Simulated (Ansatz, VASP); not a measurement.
## Sr: VASP beside Ansatz

```xyz
1
Lattice="0.0000 3.0521 3.0521 3.0521 0.0000 3.0521 3.0521 3.0521 0.0000" Properties=species:S:1:pos:R:3 pbc="T T T"
Sr    0.0000    0.0000    0.0000
```

Alike in both runs: task single point; functional r2SCAN; k mesh 9 × 9 × 9; occupations methfessel-paxton of order 1, width 0.01 eV; no spin polarisation.

|  | VASP | Ansatz |
| --- | --- | --- |
| version | VASP 6.6.1 | Ansatz 0.2.0 |
| potentials or method | VASP PAW PBE potentials, release 64 (Sr_sv), cutoff 520 eV | plane waves (500 eV) with PAW, scalar-relativistic |
| valence electrons in the cell | 10 | 10 |

|  | VASP | Ansatz | Ansatz less VASP |
| --- | --- | --- | --- |
| pressure (GPa) | 0.0 | 0.0 | +0.01 |

VASP's potentials were made for PBE, not for r2SCAN. With one functional, cell and mesh, what is left measures potentials, basis and numerics.
